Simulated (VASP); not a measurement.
MgO: single point with HSE06

The system is MgO.

```
CELL_PARAMETERS angstrom
3.48408 0.00000 0.00000
-1.74204 3.01730 0.00000
0.00000 0.00000 4.18532
ATOMIC_POSITIONS crystal
Mg 0.66667 0.33333 0.75000
Mg 0.33333 0.66667 0.25000
O 0.66667 0.33333 0.25000
O 0.33333 0.66667 0.75000
```

```json
{
  "Program": "VASP 6.6.1",
  "Task": "single point",
  "Functional": "HSE06",
  "Potentials or basis": "VASP PAW PBE potentials, release 64 (Mg, O)",
  "Cutoff": "520 eV",
  "k mesh": "6 × 6 × 4",
  "Occupations": "gaussian, width 0.01 eV",
  "Spin": "no spin polarisation",
  "Dipole correction": "no",
  "Grid for exact exchange (PRECFOCK)": "Normal",
  "Further INCAR settings": "ALGO = Normal; EDIFF = 1e-07; NBANDS = 16",
  "Share of exact exchange": "0.25",
  "Screening parameter": "0.2079 1/Å"
}
```

```yaml
Pressure: -0.2 GPa
Band_gap_on_the_k_mesh: 5.02 eV
```

Stress tensor (GPa, compression positive):
```
-0.14  0.00  0.00
 0.00 -0.14  0.00
 0.00  0.00 -0.33
```

Levels at points of the mesh, in eV from the valence-band top:
```
           k point  band 6  band 7  band 8  band 9  band 10  band 11
(0.00, 0.00, 0.00)   -0.85   -0.85    0.00    5.02    11.27    14.27
(0.50, 0.00, 0.00)   -2.09   -1.39   -0.56    8.69    10.98    11.58
(0.00, 0.00, 0.50)   -1.38   -1.38   -1.38    8.15     8.15    14.78
(0.50, 0.00, 0.50)   -1.65   -0.87   -0.87    9.02     9.02    14.09
```

Run time: 50 min on 1 thread of Intel Xeon 8259CL, with other jobs on the host, peak memory 0.29 GiB.

Caveat: the PAW data sets were made with another functional, which shifts forces and pressure a little.
